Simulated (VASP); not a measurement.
# GaSb (F-43m) in VASP: single point with PBEsol

Aim: the single point of GaSb with PBEsol.

Everything below comes from runs of VASP 6.6.1. Logs are shortened: lines on timing, memory, paths and dates and some standing lists are left out, and cuts for length are marked.

## Step 1: The cell of the first run

It takes space group F-43m (No. 216, cubic). Conventional cell: a = 6.111 Å, b = 6.111 Å, c = 6.111 Å, α = 90.00°, β = 90.00°, γ = 90.00°. Within 3.5 Å of Ga (site symmetry -43m) lie 4 Sb at 2.65 Å. Sb (site symmetry -43m) has 4 Ga at 2.65 Å within 3.5 Å.

## Step 2: Single point, PBEsol, non-collinear spin, zero start, spin-orbit coupling

INCAR

```
ALGO     = Normal         # electronic algorithm
EDIFF    = 1E-7           # SCF threshold, eV
ENCUT    = 520            # plane-wave cutoff, eV
GGA      = PS             # functional
GGA_COMPAT= False        
ISIF     = 2              # what is computed and relaxed
ISMEAR   = 0              # smearing method
LASPH    = True           # aspherical terms in the spheres
LCHARG   = False          # write CHGCAR
LORBIT   = 11             # projections on sites
LORBMOM  = True         
LREAL    = False          # projectors in reciprocal space
LSORBIT  = True           # spin-orbit coupling
LWAVE    = False          # write WAVECAR
MAGMOM   = 0 0 0 0 0 0    # initial moments
NBANDS   = 30             # bands
NELM     = 150            # most SCF steps
PREC     = Accurate       # precision mode
SIGMA    = 0.1            # smearing width, eV
```

KPOINTS

```
k-points
0
Gamma
  12 12 12
```

POSCAR

```
GaSb
1.0
    0.0000000000      3.0556142712      3.0556142712
    3.0556142712      0.0000000000      3.0556142712
    3.0556142712      3.0556142712      0.0000000000
Ga Sb
1 1
Direct
    0.0000000000      0.0000000000      0.0000000000
    0.2500000000      0.2500000000      0.2500000000
```

Potentials or basis: VASP PAW PBE potentials, release 64 (Ga_d, Sb).

Command:

```sh
$ cat potpaw_PBE.64/Ga_d/POTCAR potpaw_PBE.64/Sb/POTCAR > POTCAR
$ mpirun -np 1 vasp_ncl > vasp.out
```

OUTCAR:

```text
EDIFF = 1E-7
   ENCUT = 520
   GGA = PS
   ISIF = 2
   ISMEAR = 0
   LASPH = True
   LORBIT = 11
   LREAL = False
   LSORBIT = True
   NELM = 150
   PREC = Accurate

 ion  position               nearest neighbor table
   1  0.000  0.000  0.000-   2 2.65   2 2.65   2 2.65   2 2.65
   2  0.250  0.250  0.250-   1 2.65   1 2.65   1 2.65   1 2.65

  LATTYP: Found a face centered cubic cell.
 ALAT       =     6.1112285424

  Lattice vectors:

 A1 = (   0.0000000000,   3.0556142712,   3.0556142712)
 A2 = (   3.0556142712,   0.0000000000,   3.0556142712)
 A3 = (   3.0556142712,   3.0556142712,   0.0000000000)

Analysis of symmetry for initial positions (statically):
=====================================================================
 Subroutine PRICEL returns:
 Original cell was already a primitive cell.

 Routine SETGRP: Setting up the symmetry group for a
 face centered cubic supercell.

 Subroutine GETGRP returns: Found 24 space group operations
 (whereof 24 operations were pure point group operations)
 out of a pool of 48 trial point group operations.

The static configuration has the point symmetry T_d .

Analysis of symmetry for dynamics (positions and initial velocities):
=====================================================================
 Subroutine PRICEL returns:
 Original cell was already a primitive cell.

 Routine SETGRP: Setting up the symmetry group for a
 face centered cubic supercell.

 Subroutine GETGRP returns: Found 24 space group operations
 (whereof 24 operations were pure point group operations)
 out of a pool of 48 trial point group operations.

The dynamic configuration has the point symmetry T_d .

Analysis of structural, dynamic, and magnetic symmetry:
=====================================================================
 Subroutine PRICEL returns:
 Original cell was already a primitive cell.

 Routine SETGRP: Setting up the symmetry group for a
 face centered cubic supercell.

 Subroutine GETGRP returns: Found 24 space group operations
 (whereof 24 operations were pure point group operations)
 out of a pool of 48 trial point group operations.

The overall configuration has the point symmetry T_d .

 Subroutine INISYM returns: Found 24 space group operations
 (whereof 24 operations are pure point group operations),
 and found     1 'primitive' translations

----------------------------------------------------------------------------------------

                                     Primitive cell

  volume of cell :      57.0592

  direct lattice vectors                    reciprocal lattice vectors
     0.000000000  3.055614271  3.055614271    -0.163633219  0.163633219  0.163633219
     3.055614271  0.000000000  3.055614271     0.163633219 -0.163633219  0.163633219
     3.055614271  3.055614271  0.000000000     0.163633219  0.163633219 -0.163633219

  length of vectors
     4.321291144  4.321291144  4.321291144     0.283421050  0.283421050  0.283421050

  position of ions in fractional coordinates (direct lattice)
     0.000000000  0.000000000  0.000000000
     0.250000000  0.250000000  0.250000000

  ion indices of the primitive-cell ions
   primitive index   ion index
                 1           1
                 2           2

----------------------------------------------------------------------------------------

 KPOINTS: k-points

Automatic generation of k-mesh.
 Grid dimensions read from file:
 generate k-points for:   12   12   12

 Generating k-lattice:

  Cartesian coordinates                     Fractional coordinates (reciprocal lattice)
    -0.013636102  0.013636102  0.013636102     0.083333333  0.000000000  0.000000000
     0.013636102 -0.013636102  0.013636102     0.000000000  0.083333333  0.000000000
[... 96 lines left out ...]

 number of electron      17.9999985 magnetization      -0.0000000     -0.0000000      0.0000000

 number of electron      17.9999985 magnetization       0.0000000     -0.0000000      0.0000000

 Free energy of the ion-electron system (eV)
  ---------------------------------------------------
  ext. energy  EPLUGINS =         0.00000000
  ---------------------------------------------------
  free energy    TOTEN  =        -8.22246243 eV

  energy without entropy =       -8.22232002  energy(sigma->0) =       -8.22239123

 E-fermi :   4.9921     XC(G=0):  -9.2803

 val. band max:        4.9886938017   @ k =   0.0000   0.0000   0.0000
 cond. band min:       5.1211342975   @ k =   0.5000   0.0000   0.0000
 fundamental gap:      0.1324404959
 Fermi energy:         4.9920603053

 k-point     1 :       0.0000    0.0000    0.0000
  band No.  band energies     occupation
      1     -10.4939      1.00000
      2     -10.4939      1.00000
      3     -10.4938      1.00000
      4     -10.4938      1.00000
      5     -10.0590      1.00000
      6     -10.0590      1.00000
[... 781 lines left out ...]
     29      13.5257      0.00000
     30      13.5553      0.00000

 [... further k-points ...]

------------------------ aborting loop because EDIFF is reached ----------------------------------------

  FORCE on cell =-STRESS in cart. coord.  units (eV):
  Direction    XX          YY          ZZ          XY          YZ          ZX
  --------------------------------------------------------------------------------------
  -------------------------------------------------------------------------------------
  Total        0.0546286      0.0546286      0.0546286      0.0000000      0.0000000      0.0000000
  in kB        1.5339288      1.5339288      1.5339288      0.0000000      0.0000000      0.0000000
  external PRESSURE =       1.5339288 kB  Pullay stress =       0.0000000 kB

 VOLUME and BASIS-vectors are now :
 -----------------------------------------------------------------------------
  energy-cutoff  :      520.00
  volume of cell :       57.06
      direct lattice vectors                 reciprocal lattice vectors
     0.000000000  3.055614271  3.055614271    -0.163633219  0.163633219  0.163633219
     3.055614271  0.000000000  3.055614271     0.163633219 -0.163633219  0.163633219
     3.055614271  3.055614271  0.000000000     0.163633219  0.163633219 -0.163633219

 POSITION                                       TOTAL-FORCE (eV/Angst)
 -----------------------------------------------------------------------------------
      0.00000      0.00000      0.00000        -0.000000     -0.000000     -0.000000
      1.52781      1.52781      1.52781         0.000000      0.000000      0.000000
 -----------------------------------------------------------------------------------
    total drift:                                0.000000      0.000000      0.000000

  FREE ENERGIE OF THE ION-ELECTRON SYSTEM (eV)
  ---------------------------------------------------
  free  energy   TOTEN  =        -8.2224624344 eV

  energy  without entropy=       -8.2223200201  energy(sigma->0) =       -8.22239123

 orbital moment (x)

 # of ion     p       d       tot
 ----------------------------------------
  1        -0.000  -0.000  -0.000
  2        -0.000   0.000   0.000
 ----------------------------------------
           -0.000   0.000  -0.000

 orbital moment (y)

 # of ion     p       d       tot
 ----------------------------------------
  1        -0.000  -0.000  -0.000
  2         0.000   0.000   0.000
 ----------------------------------------
            0.000  -0.000   0.000

 orbital moment (z)

 # of ion     p       d       tot
 ----------------------------------------
  1        -0.000   0.000  -0.000
  2         0.000   0.000   0.000
 ----------------------------------------
           -0.000   0.000  -0.000

 Spin-Orbit-Coupling matrix elements

 Ion:    1  E_soc:     -0.0127569
 l=   1
     0.0000000    -0.0013087    -0.0013087
    -0.0013087     0.0000000    -0.0013087
    -0.0013087    -0.0013087     0.0000000
 l=   2
     0.0000000    -0.0001536     0.0000000    -0.0001536    -0.0006638
    -0.0001536     0.0000000    -0.0004979    -0.0001536    -0.0001660
     0.0000000    -0.0004979     0.0000000    -0.0004979     0.0000000
    -0.0001536    -0.0001536    -0.0004979     0.0000000    -0.0001660
    -0.0006638    -0.0001660     0.0000000    -0.0001660     0.0000000
 l=   3
     0.0000000     0.0000000     0.0000000     0.0000000     0.0000000     0.0000000     0.0000000
     0.0000000     0.0000000     0.0000000     0.0000000     0.0000000     0.0000000     0.0000000
     0.0000000     0.0000000     0.0000000     0.0000000     0.0000000     0.0000000     0.0000000
     0.0000000     0.0000000     0.0000000     0.0000000     0.0000000     0.0000000     0.0000000
     0.0000000     0.0000000     0.0000000     0.0000000     0.0000000     0.0000000     0.0000000
     0.0000000     0.0000000     0.0000000     0.0000000     0.0000000     0.0000000     0.0000000
     0.0000000     0.0000000     0.0000000     0.0000000     0.0000000     0.0000000     0.0000000

 Ion:    2  E_soc:     -0.1239600
 l=   1
     0.0000000    -0.0205162    -0.0205162
    -0.0205162     0.0000000    -0.0205162
    -0.0205162    -0.0205162     0.0000000
 l=   2
     0.0000000    -0.0000548     0.0000000    -0.0000548    -0.0000889
    -0.0000548     0.0000000    -0.0000667    -0.0000548    -0.0000222
     0.0000000    -0.0000667     0.0000000    -0.0000667     0.0000000
    -0.0000548    -0.0000548    -0.0000667     0.0000000    -0.0000222
    -0.0000889    -0.0000222     0.0000000    -0.0000222     0.0000000
 l=   3
     0.0000000     0.0000000     0.0000000     0.0000000     0.0000000     0.0000000     0.0000000
     0.0000000     0.0000000     0.0000000     0.0000000     0.0000000     0.0000000     0.0000000
     0.0000000     0.0000000     0.0000000     0.0000000     0.0000000     0.0000000     0.0000000
     0.0000000     0.0000000     0.0000000     0.0000000     0.0000000     0.0000000     0.0000000
     0.0000000     0.0000000     0.0000000     0.0000000     0.0000000     0.0000000     0.0000000
     0.0000000     0.0000000     0.0000000     0.0000000     0.0000000     0.0000000     0.0000000
     0.0000000     0.0000000     0.0000000     0.0000000     0.0000000     0.0000000     0.0000000

 total charge

# of ion       s       p       d       tot
------------------------------------------
    1        0.912   0.766   9.963  11.641
    2        1.132   1.338   0.028   2.497
--------------------------------------------------
tot          2.044   2.104   9.991  14.138

 magnetization (x)

# of ion       s       p       d       tot
------------------------------------------
    1       -0.000   0.000   0.000   0.000
    2       -0.000   0.000   0.000   0.000
--------------------------------------------------
tot         -0.000   0.000   0.000   0.000

 magnetization (y)

# of ion       s       p       d       tot
------------------------------------------
    1        0.000  -0.000   0.000  -0.000
    2        0.000   0.000   0.000   0.000
--------------------------------------------------
tot          0.000  -0.000   0.000  -0.000

 magnetization (z)

# of ion       s       p       d       tot
------------------------------------------
    1        0.000   0.000   0.000   0.000
    2       -0.000   0.000   0.000   0.000
--------------------------------------------------
tot          0.000   0.000   0.000   0.000
```

Wall time 3.3 min (1 thread of Intel Xeon Platinum 8488C (Sapphire Rapids), shared host); peak memory 0.51 GiB.

Results:

- Free energy: -8.2225 eV
- Pressure: 0.2 GPa
- Net moment: 0.00 μB per cell
- Valence electrons inside the program's atomic spheres: Ga 11.64; Sb 2.50

Moments on the atoms (μB; x, y, z):
```
Ga  0.00 0.00 0.00
Sb  0.00 0.00 0.00
```

Caveat: the PAW data sets were made with another functional, which shifts forces and pressure a little.
